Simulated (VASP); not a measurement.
YSiF3:

```
Y Si F
1.0
     5.54751    0.00000    0.00000
     0.00000    5.54751    0.00000
     0.00000    0.00000    3.92268
Y Si F
2 2 6
Cartesian
  0.0000 2.7738 1.9613
  2.7738 0.0000 1.9613
  2.7738 2.7738 0.0000
  0.0000 0.0000 0.0000
  4.2844 1.5107 0.0000
  4.0369 4.2844 0.0000
  2.7738 2.7738 1.9613
  1.2631 4.0369 0.0000
  1.5107 1.2631 0.0000
  0.0000 0.0000 1.9613
```

| Quantity | Value |
| --- | --- |
| Program | VASP 6.6.1 |
| Task | relaxation of cell and atoms |
| Functional | PBE |
| Potentials or basis | VASP PAW PBE potentials, release 64 (Y_sv, Si, F) |
| Cutoff | 600 eV |
| k mesh | 4 × 4 × 4 |
| Occupations | gaussian, width 0.1 eV |
| Spin | no spin polarisation |

At the start: pressure 33.8 GPa; volume 12.07 Å³/atom.

Task: Where does the relaxation end?

Result: Over 33 steps the energy falls by 724.4 meV/atom and the volume is 17.97 Å³/atom (+48.9 %); space group P4/mbm (No. 127, to 0.1 Å) before and after.

The path:
```tsv
step	energy change (eV)	largest force (eV/Å)	pressure (GPa)	volume (Å³)
1	0.0000	0.4852	33.83	120.72
2	-3.5689	0.4361	-2.62	170.96
3	-3.6215	0.4468	0.29	163.17
4	-3.6228	0.4452	-0.12	164.20
5	-3.6636	0.4958	-0.15	164.18
6	-3.8103	0.6424	-0.22	164.09
7	-4.2370	0.9653	-0.55	163.89
8	-5.2365	0.9698	-1.72	163.39
9	-3.5057	5.3805	1.12	161.99
10	-5.4218	0.8711	-1.98	163.23
11	-5.7005	0.2161	-2.43	162.66
12	-5.7233	0.3599	-2.41	162.87
13	-5.7361	0.2058	-2.44	162.80
14	-5.7694	0.0735	-2.06	162.01
15	-5.7943	0.2078	-1.31	160.65
16	-5.8400	0.1790	-0.89	160.03
17	-5.9619	0.1046	0.46	158.14
18	-6.1167	0.0123	3.64	154.25
19	-5.8598	0.0914	12.99	145.98
20	-6.1351	0.0491	5.20	152.57
21	-6.2000	0.0921	5.09	153.48
22	-6.3850	0.2139	4.92	156.12
23	-6.7192	0.4078	4.99	161.05
24	-6.6915	0.4948	6.52	169.23
25	-6.8938	0.5130	5.50	165.18
26	-6.8823	0.5226	5.83	166.80
27	-7.0787	0.6768	0.18	178.80
28	-7.0787	0.6774	0.17	178.83
29	-7.1538	0.5458	0.03	178.94
30	-7.2286	0.1716	-0.27	179.13
31	-7.2381	0.0528	0.43	178.46
32	-7.2386	0.0148	0.65	178.25
33	-7.2445	0.0045	0.21	179.70
```

Final structure:
```yaml
crystal:
  lattice:
    - [6.81969, 0.00000, 0.00000]
    - [0.00000, 6.81969, 0.00000]
    - [0.00000, 0.00000, 3.86376]
  atoms:
    - { symbol: Y, position: [0.00000, 0.50000, 0.50000] }
    - { symbol: Y, position: [0.50000, 0.00000, 0.50000] }
    - { symbol: Si, position: [0.50000, 0.50000, 0.00000] }
    - { symbol: Si, position: [0.00000, 0.00000, 0.00000] }
    - { symbol: F, position: [0.87464, 0.37464, 0.00000] }
    - { symbol: F, position: [0.62536, 0.87464, 0.00000] }
    - { symbol: F, position: [0.50000, 0.50000, 0.50000] }
    - { symbol: F, position: [0.12536, 0.62536, 0.00000] }
    - { symbol: F, position: [0.37464, 0.12536, 0.00000] }
    - { symbol: F, position: [0.00000, 0.00000, 0.50000] }
```

Caveat: the k points lie up to 0.41 Å⁻¹ apart in the final cell; the volume moved by over 15 % at a fixed basis, so the end points are rough.
